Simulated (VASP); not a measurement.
The system is C.

```
C
1.0
     2.50320    0.00000    0.00000
    -1.25160    2.16783    0.00000
     0.00000    0.00000    4.16887
C
4
Cartesian
  0.0000 1.4452 0.0010
  1.2516 0.7226 2.0854
  0.0000 1.4452 1.5624
  1.2516 0.7226 3.6468
```

Base run:

```yaml
Program: VASP 6.6.1
Functional: r2SCAN
Potentials_or_basis: VASP PAW PBE potentials, release 64 (C)
Cutoff: 520 eV
k_mesh: 9 × 9 × 6
Occupations: gaussian, width 0.01 eV
Spin: no spin polarisation
```

Its results: band gap on the k mesh 3.56 eV (least direct gap 5.19 eV); electronic dielectric tensor (diagonal) 5.60, 5.60, 5.95.

Q: The run is repeated on the same cell with these changes: functional from r2SCAN to PBE. What comes out?

A: Band gap on the k mesh 3.31 eV (least direct gap 4.99 eV); electronic dielectric tensor (diagonal) 5.66, 5.66, 5.98.

Caveats: an odd mesh through Γ misses points on the zone boundary, where band edges can lie.
